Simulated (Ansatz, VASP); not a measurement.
**One calculation of NiMoIrPdW, two programs**

INCAR

```
SYSTEM = NiMoIrPdW
ALGO     = Normal         ! electronic algorithm
EDIFF    = 1E-6           ! SCF threshold, eV
ENCUT    = 520            ! plane-wave cutoff, eV
GGA      = PE             ! functional
ISIF     = 2              ! what is computed and relaxed
ISMEAR   = -1             ! smearing method
ISPIN    = 2              ! spin polarisation
LASPH    = .True.         ! aspherical terms in the spheres
LCHARG   = .True.         ! write CHGCAR
LELF     = .True.         ! ELF
LMAXMIX  = 4              ! l up to which the mixer works
LORBIT   = 11             ! projections on sites
LREAL    = .False.        ! projectors in reciprocal space
LVHAR    = .True.       
LWAVE    = .False.        ! write WAVECAR
MAGMOM   = 1 1 0 0.6 0    ! initial moments
NBANDS   = 40             ! bands
NELM     = 150            ! most SCF steps
PREC     = Accurate       ! precision mode
SIGMA    = 0.05           ! smearing width, eV
```

Contents of KPOINTS:

```
k-points
0
Gamma
  6 6 2
  0 0 0
```

The input POSCAR:

```
NiMoIrPdW
1.0
    2.7661600000      0.0000000000      0.0000000000
   -1.3830800000      2.3955700000      0.0000000000
    0.0000000000      0.0000000000     11.0229200000
Ni Mo Pd Ir W
1 1 1 1 1
Direct
    0.3333300000      0.6666700000      0.5971200000
    0.0000000000      0.0000000000      0.4107400000
    0.6666700000      0.3333300000      0.7952000000
    0.6666700000      0.3333300000      0.1996000000
    0.3333300000      0.6666700000      0.9973400000
```

The input input.yaml:

```yaml
crystal:
  lattice:
    - [2.76616, 0.0, 0.0]
    - [-1.38308, 2.39557, 0.0]
    - [0.0, 0.0, 11.02292]
  atoms:
    - { symbol: Ni, position: [0.33333, 0.66667, 0.59712], spin: 1.0 }
    - { symbol: Mo, position: [0.0, 0.0, 0.41074], spin: 1.0 }
    - { symbol: Pd, position: [0.66667, 0.33333, 0.7952] }
    - { symbol: Ir, position: [0.66667, 0.33333, 0.1996], spin: 0.6 }
    - { symbol: W, position: [0.33333, 0.66667, 0.99734] }
kpoints:
  mp_grid: { grid: [6, 6, 2] }
scf:
  occupations: { method: fermi_dirac, width: 0.05 }
hamiltonian:
  xc: pbe
  pseudopotentials: { kind: all_electron, lapw: { basis_error: 0.005 } }
magnetization:
  spin_polarized: true
output:
  forces: true
  stress: true
  eigenvalues: true
```

Alike in both runs: task single point; functional PBE; k mesh 6 × 6 × 2; occupations fermi-dirac, width 0.05 eV; collinear spin.

|  | VASP | Ansatz |
| --- | --- | --- |
| version | VASP 6.6.1 | Ansatz 0.2.0 |
| potentials or method | VASP PAW PBE potentials, release 64 (Ni, Mo_sv, Pd, Ir, W_sv), cutoff 520 eV | all-electron LAPW, scalar-relativistic |

Ansatz gave:

```
gap on the k mesh at the Fermi level (eV)                     : none
pressure (GPa)                                                : -0.3
traceless stress, the component that is largest in VASP (GPa) : -0.60
rms of the force components (eV/Å)                            : 0.145
net moment per atom (μB)                                      : 0.00
```

**Question.** What did VASP give for the same quantities?

**Answer.** gap on the k mesh at the Fermi level (eV): none; pressure (GPa): -0.1; traceless stress, the component that is largest in VASP (GPa): -0.64; rms of the force components (eV/Å): 0.141; net moment per atom (μB): 0.00.

Atom by atom the forces differ by 0.010 eV/Å (rms over components). A gap of «none» marks a metal or a gap that the smearing closes. Ansatz ran all-electron here, and VASP with PAW potentials.

The k mesh is coarse, so the values compare programs but aren't converged. Neither program's run includes spin-orbit coupling. Noted on Ansatz's run: the k mesh is thin for a metal, which can move the energy by tens of meV per atom.
